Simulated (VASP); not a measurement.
Set up this calculation in VASP 6.6.1, as the native input.

```yaml
Task: relaxation of cell and atoms
Functional: PBE
Potentials_or_basis: VASP PAW PBE potentials, release 64 (La, Hf_pv, O)
Cutoff: 600 eV
k_mesh: 6 × 6 × 2
Occupations: gaussian, width 0.1 eV
Spin: no spin polarisation
Dipole_correction: no
Further_INCAR_settings: ALGO = Normal; EDIFF = 1e-06; IBRION = 2; EDIFFG = -0.04; NSW = 90; ISIF = 3
```

The structure of La2HfO2 lies in POSCAR:

```
La2HfO2
1.0
    3.9963508700      0.0000000000      0.0000000000
   -1.9981754400      3.4609413800      0.0000000000
    0.0000000000      0.0000000000      8.6072648400
La Hf O
2 1 2
Direct
    0.0000000000      0.0000000000      0.7891554300
    0.0000000000      0.0000000000      0.2108445700
    0.3333333300      0.6666666700      0.0000000000
    0.3333333300      0.6666666700      0.6893841300
    0.3333333300      0.6666666700      0.3106158700
```

The cell was built from a structure type or drawn by symmetry, and may not be a known phase.

These files were run (other wordings do the same):

INCAR

```
SYSTEM = La2HfO2
PREC     = Accurate       ! precision mode
ENCUT    = 600            ! plane-wave cutoff, eV
EDIFF    = 1E-6           ! SCF threshold, eV
ISMEAR   = 0              ! smearing method
SIGMA    = 0.1            ! smearing width, eV
LREAL    = .False.        ! projectors in reciprocal space
LASPH    = .True.         ! aspherical terms in the spheres
NELM     = 100            ! most SCF steps
ALGO     = Normal         ! electronic algorithm
ISIF     = 3              ! what is computed and relaxed
LWAVE    = .False.        ! write WAVECAR
LCHARG   = .False.        ! write CHGCAR
GGA      = PE             ! functional
IBRION   = 2              ! ionic algorithm
NSW      = 90             ! ionic steps
EDIFFG   = -0.04          ! ionic threshold
```

KPOINTS

```
regular mesh
0
Gamma
  6 6 2
  0 0 0
```

Potentials or basis: VASP PAW PBE potentials, release 64 (La, Hf_pv, O).

Command:

```sh
$ cat potpaw_PBE.64/La/POTCAR potpaw_PBE.64/Hf_pv/POTCAR potpaw_PBE.64/O/POTCAR > POTCAR
$ mpirun -np 1 vasp_std > vasp.out
```

It gave:

```yaml
Relaxed_volume: 24.90 Å³/atom
Relaxed_cell: a = 3.957 Å, b = 3.957 Å, c = 9.180 Å, α = 90.00°, β = 90.00°, γ = 120.00°
Space_group_after_relaxing_to_0.1_Å: P-6m2 (No. 187)
Energy_gained_by_relaxing: 980.0 meV/atom
Ionic_steps: 24
Pressure_after_relaxing: 0.0 GPa
Largest_force_after_relaxing: 0.023 eV/Å
Band_gap_on_the_k_mesh: zero (bands 22 and 23 overlap by 0.58 eV)
```

Caveat: the k points lie up to 0.34 Å⁻¹ apart in the final cell, too coarse for converged energies and pressures of a metal; spin-orbit coupling is left out, which moves the levels of the heavy elements.

Wall time 12 min on 1 thread of Intel(R) Xeon(R) 6975P-C (Granite Rapids), on a shared host, peak memory 0.32 GiB.
